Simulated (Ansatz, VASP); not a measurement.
MnS: VASP beside Ansatz

INCAR

```
SYSTEM = MnS
  PREC = Accurate
  ENCUT = 520
  EDIFF = 1E-7
  ISMEAR = 1
  SIGMA = 0.1
  LREAL = .FALSE.
  LASPH = .TRUE.
  NELM = 150
  ALGO = Normal
  ISIF = 2
  LWAVE = .FALSE.
  LCHARG = .FALSE.
  ISPIN = 2
  MAGMOM = 2.8 0
  LORBIT = 11
  LMAXMIX = 4
  LDAU = .TRUE.
  LDAUTYPE = 1
  LDAUL = 2 -1
  LDAUU = 4.9 0
  LDAUJ = 0.9 0
  LDAUPRINT = 1
  GGA = CA
  NBANDS = 20
```

KPOINTS

```
regular mesh
0
G
  7 7 7
  0 0 0
```

Contents of POSCAR:

```
MnS
1.0
    0.0000000000      2.9077966970      2.9077966970
    2.9077966970      0.0000000000      2.9077966970
    2.9077966970      2.9077966970      0.0000000000
Mn S
1 1
Direct
    0.0000000000      0.0000000000      0.0000000000
    0.2500000000      0.2500000000      0.2500000000
```

Input for Ansatz:

```yaml
crystal:
  lattice:
    - [0.0, 2.907796697036618, 2.907796697036618]
    - [2.907796697036618, 0.0, 2.907796697036618]
    - [2.907796697036618, 2.907796697036618, 0.0]
  atoms:
    - { symbol: Mn, position: [0.0, 0.0, 0.0], spin: 2.8 }
    - { symbol: S, position: [0.25, 0.25, 0.25] }
basis:
  ecutwfc: 500.0
kpoints:
  mp_grid:
    grid: [7, 7, 7]
hamiltonian:
  xc: lda
  pseudopotentials:
    kind: paw
  hubbard:
    - { species: Mn, l: d, u: 4.9, j: 0.9 }
magnetization:
  spin_polarized: true
scf:
  occupations:
    method: cold
    width: 0.1
```

Alike in both runs: task single point; functional LDA; k mesh 7 × 7 × 7; collinear spin; Hubbard terms Mn d U = 4.9 eV, J = 0.9 eV.

```csv
,VASP,Ansatz
version,VASP 6.6.1,Ansatz 0.2.0
potentials or method,"VASP PAW LDA potentials, release 64 (Mn_pv, S), cutoff 520 eV","plane waves, PAW"
occupations,"methfessel-paxton of order 1, width 0.1 eV","cold, width 0.1 eV"
valence electrons in the cell,19,21
```

```tsv
	VASP	Ansatz	Ansatz less VASP
net moment per atom (μB)	2.50	2.50	0.000
size of the moment on the site where the two differ most (μB)	4.57	4.43	-0.142
```

LDA's correlation is that of Perdew and Zunger in VASP and of Perdew and Wang (1992) in Ansatz. Site moments also hang on the region over which each program counts them. The programs project onto different local orbitals, so the same U acts differently, and such runs can settle in different states. VASP's potentials hold 19 valence electrons a cell and Ansatz's 21, so a difference there can come from the potentials and not from the codes. Ansatz's warnings: stability check not made.
